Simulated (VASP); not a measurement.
Set up this calculation in VASP 6.6.1, as the native input.

```
Task                   : single point
Functional             : PBE
Dispersion             : D3(BJ)
Potentials or basis    : VASP PAW PBE potentials, release 64 (C, N, H)
Cutoff                 : 520 eV
k mesh                 : 1 × 1 × 1
Occupations            : fermi-dirac, width 0.05 eV
Spin                   : no spin polarisation
Dipole correction      : no
Further INCAR settings : LREAL = Auto; ALGO = Normal; EDIFF = 1e-06; NBANDS = 72
```

The structure of H3C2N lies in POSCAR:

```
H3C2N
1.0
    8.3116590000      0.0000000000      0.0000000000
    0.0000000000      8.3116590000      0.0000000000
    0.0000000000      0.0000000000      8.3116590000
C N H
12 6 18
Direct
    1.0177149953      0.2064569781      0.4708446292
    1.0122287259      0.2331905099      0.6351078647
    0.4580072402      0.7777027426      0.2213998433
    0.4101347276      0.6317992593      0.3189375310
    0.1387328330      0.7939570187      0.5910252093
    0.1668740260      0.7449776272      0.7601490870
    0.5049894371      0.3741130381      0.7617492489
    0.4812035720      0.2072149495      0.7005580956
    0.7881819983      0.4180753806      0.1232124658
    0.8421664075      0.5590821279      0.2056027563
    0.8604780345      0.9003377063      0.9520602325
    0.7402613606      0.8222425872      0.8643280481
    0.9906806812      0.2748909694      0.7641916012
    0.3677484844      0.5183441717      0.3895251237
    0.2170084215      0.7291925715      0.8921083023
    0.4386127968      0.0803449708      0.6453705572
    0.8941656533      0.6780234848      0.2624265505
    0.6462368102      0.7412479266      0.7953887425
    1.0509574563      0.3212595704      0.4112055126
    1.0935482315      0.1062603747      0.4438223464
    0.8932031499      0.1685102818      0.4354365356
    0.3781435210      0.8687315011      0.2594427899
    0.5853223767      0.8080697247      0.2374014622
    0.4315023030      0.7765236760      0.0920514184
    0.2305556568      0.8814365459      0.5649533986
    0.1301665528      0.6849896032      0.5194510506
    0.0194666312      0.8518636292      0.5783923522
    0.3965393672      0.4088233167      0.8234216538
    0.5991583630      0.3696734912      0.8502634673
    0.5371972070      0.4573936443      0.6721522141
    0.7176906560      0.4618692851      0.0184920965
    0.8882823513      0.3564029756      0.0643433519
    0.7028320098      0.3546464069      0.1969281945
    0.9148233824      0.8391826469      1.0569851338
    0.9444444244      0.9241115402      0.8482903353
    0.8241435314      1.0098465300      1.0046851056
```

These files were run (other wordings do the same):

INCAR

```
SYSTEM = H3C2N
PREC = Accurate
ENCUT = 520
EDIFF = 1E-6
ISMEAR = -1
SIGMA = 0.05
LREAL = Auto
LASPH = .True.
NELM = 80
ALGO = Normal
ISIF = 2
LWAVE = .False.
LCHARG = .False.
GGA = PE
IVDW = 12
NBANDS = 72
```

KPOINTS

```
regular mesh
0
Gamma
  1 1 1
  0 0 0
```

Potentials or basis: VASP PAW PBE potentials, release 64 (C, N, H).

Launch:

```bash
$ cat potpaw_PBE.64/C/POTCAR potpaw_PBE.64/N/POTCAR potpaw_PBE.64/H/POTCAR > POTCAR
$ mpirun -np 1 vasp_gam > vasp.out
```

It gave:

- Pressure: 0.1 GPa
- Largest force: 3.780 eV/Å
- Band gap on the k mesh: 5.87 eV
- Dispersion energy per atom: -0.040 eV

Caveat: the k points lie up to 0.76 Å⁻¹ apart; the atoms stand as in a frame of molecular dynamics.

It took 86 s on 1 thread of Intel(R) Xeon(R) Platinum 8259CL CPU @ 2.50GHz (Skylake/Cascade Lake), on a shared host, peak memory 0.6 GiB.
